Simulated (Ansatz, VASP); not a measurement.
## Ag: VASP beside Ansatz

```
Ag
1.0
     0.00000    2.81409    2.81409
     2.81409    0.00000    2.81409
     2.81409    2.81409    0.00000
Ag
2
Direct
  0.85250 0.88250 0.88250
  0.14750 0.11750 0.11750
```

Change from the starting cell: shortest bond scaled by 0.94, LAPW.

Alike in both runs: task single point; functional PBEsol; k mesh 9 × 9 × 9; occupations fermi-dirac, width 0.05 eV; no spin polarisation.

|  | VASP | Ansatz |
| --- | --- | --- |
| version | VASP 6.6.1 | Ansatz 0.2.0 |
| potentials or method | VASP PAW PBE potentials, release 64 (Ag), cutoff 520 eV | all-electron LAPW, scalar-relativistic |

Ansatz gave:

| Item | Value |
| --- | --- |
| pressure (GPa) | 17.4 |
| traceless stress, the component that is largest in VASP (GPa) | -7.59 |
| rms of the force components (eV/Å) | 1.411 |

Question: Estimate VASP's values.

Answer: Pressure (GPa): 17.0; traceless stress, the component that is largest in VASP (GPa): -7.41; rms of the force components (eV/Å): 1.379.

VASP's potentials were made for PBE, not for PBEsol. Atom by atom the forces differ by 0.032 eV/Å (rms over components). Ansatz ran all-electron here, and VASP with PAW potentials.
